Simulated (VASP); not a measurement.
Here is a VASP 6.6.1 calculation.

INCAR

```
SYSTEM = Sr2TeS
  PREC = Accurate
  ENCUT = 520
  EDIFF = 1E-6
  ISMEAR = 0
  SIGMA = 0.01
  LREAL = .FALSE.
  LASPH = .TRUE.
  NELM = 60
  ALGO = Normal
  ISIF = 2
  LWAVE = .FALSE.
  LCHARG = .FALSE.
  GGA = PE
  NBANDS = 24
```

Contents of KPOINTS:

```
regular mesh
0
G
  6 6 4
  0 0 0
```

Contents of POSCAR:

```
Sr2TeS
1.0
    4.5886176355      0.0000000000      0.0000000000
    0.0000000000      4.5886176355      0.0000000000
    0.0000000000      0.0000000000      6.4927588950
S Sr Te
1 2 1
Direct
    0.0000000000      0.0000000000      0.0000000000
    0.0000000000      0.0000000000      0.5000000000
    0.5000000000      0.5000000000      0.0000000000
    0.5000000000      0.5000000000      0.5000000000
```

Potentials or basis: VASP PAW PBE potentials, release 64 (S, Sr_sv, Te).

Run with:

```console
$ cat potpaw_PBE.64/S/POTCAR potpaw_PBE.64/Sr_sv/POTCAR potpaw_PBE.64/Te/POTCAR > POTCAR
$ mpirun -np 1 vasp_std > vasp.out
```

Task: Estimate the band gap on the k mesh.

Result: 2.02 eV.

Task: Estimate the pressure.

Result: -1.0 GPa.

Caveat: spin-orbit coupling is left out, which moves the levels of the heavy elements. A k mesh can miss the band edges.
